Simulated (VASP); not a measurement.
# BN (Qingsongite): single point with PBE

The system is BN (Qingsongite).

```
CELL_PARAMETERS angstrom
0.00000 1.80750 1.80750
1.80750 0.00000 1.80750
1.80750 1.80750 0.00000
ATOMIC_POSITIONS crystal
B 0.00692 0.99308 0.99308
N 0.25000 0.25000 0.25000
```

* Program: VASP 6.6.1
* Task: single point
* Functional: PBE
* Potentials or basis: VASP PAW PBE potentials, release 64 (B, N)
* Cutoff: 520 eV
* k mesh: 5 × 5 × 5, shifted
* Occupations: gaussian, width 0.01 eV
* Spin: no spin polarisation
* Dipole correction: no
* Further INCAR settings: ALGO = Normal; EDIFF = 1e-06; NBANDS = 11; ISYM = 0

```
Pressure               : 3.5 GPa
Largest force          : 0.605 eV/Å
Band gap on the k mesh : 5.26 eV, indirect (least direct gap 9.07 eV)
```

Forces in eV/Å, atoms in the order of the input:
```
B    0.605  0.000  0.000
N   -0.605  0.000  0.000
```

Stress tensor (GPa, compression positive):
```
 3.42  0.00  0.00
 0.00  3.51 -0.65
 0.00 -0.65  3.51
```

Levels at points of the mesh, in eV from the valence-band top:
```csv
k point,band 2,band 3,band 4,band 5,band 6,band 7
"(0.50, 0.50, 0.50)",-10.61,-2.08,-1.76,10.10,10.50,10.99
"(0.50, 0.00, 0.00)",-10.61,-2.08,-1.76,10.10,10.50,10.99
"(0.00, 0.00, 0.50)",-10.68,-2.02,-1.71,10.16,10.51,11.12
"(0.00, 0.50, 0.00)",-10.68,-2.02,-1.71,10.16,10.51,11.12
```

It took 19 s on 1 thread of AMD EPYC 9R45 96-Core Processor (Zen 5) (shared host), peak memory 0.11 GiB.

Caveat: the k points lie up to 0.60 Å⁻¹ apart. A hybrid or GW would open this gap; PBE tends to underestimate it.
